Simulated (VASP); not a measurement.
CdS: elastic constants with LDA

CdS:

```xyz
2
Lattice="0.0000 2.8783 2.8783 2.8783 0.0000 2.8783 2.8783 2.8783 0.0000" Properties=species:S:1:pos:R:3 pbc="T T T"
Cd    0.0000    0.0000    0.0000
S     4.3174    4.3174    4.3174
```

```
Program                   : VASP 6.6.1
Task                      : elastic constants
Functional                : LDA
Potentials or basis       : VASP PAW LDA potentials, release 64 (Cd, S)
Cutoff                    : 600 eV
k mesh                    : 7 × 7 × 7
Occupations               : gaussian, width 0.01 eV
Spin                      : no spin polarisation
Dipole correction         : no
Ions in elastic constants : relaxed
Further INCAR settings    : ALGO = Normal; EDIFF = 1e-08; IBRION = 6; POTIM = 0.015; NSW = 1; ISIF = 3
```

```yaml
Elastic_constants_C11_C12_C44: 83, 63, 27 GPa
Voigt_bulk_modulus: 70 GPa
Highest_phonon_frequency_at_Γ_LO-TO_splitting_left_out: 249 cm⁻¹
```

Phonon frequencies in cm⁻¹ (negative: imaginary):
```csv
q point,frequencies
"(0.000, 0.000, 0.000)",0 0 0 249 249 249
```

Elastic tensor in Voigt notation (GPa, in the Cartesian axes of the cell as first typed):
```
83 63 63  0  0  0
63 83 63  0  0  0
63 63 83  0  0  0
 0  0  0 27  0  0
 0  0  0  0 27  0
 0  0  0  0  0 27
```

Clamped-ion elastic tensor (GPa):
```
83 63 63  0  0  0
63 83 63  0  0  0
63 63 83  0  0  0
 0  0  0 61  0  0
 0  0  0  0 61  0
 0  0  0  0  0 61
```

Wall time 7.7 min on 1 thread of Intel(R) Xeon(R) Platinum 8259CL CPU @ 2.50GHz (Skylake/Cascade Lake) (shared host), peak memory 0.28 GiB.
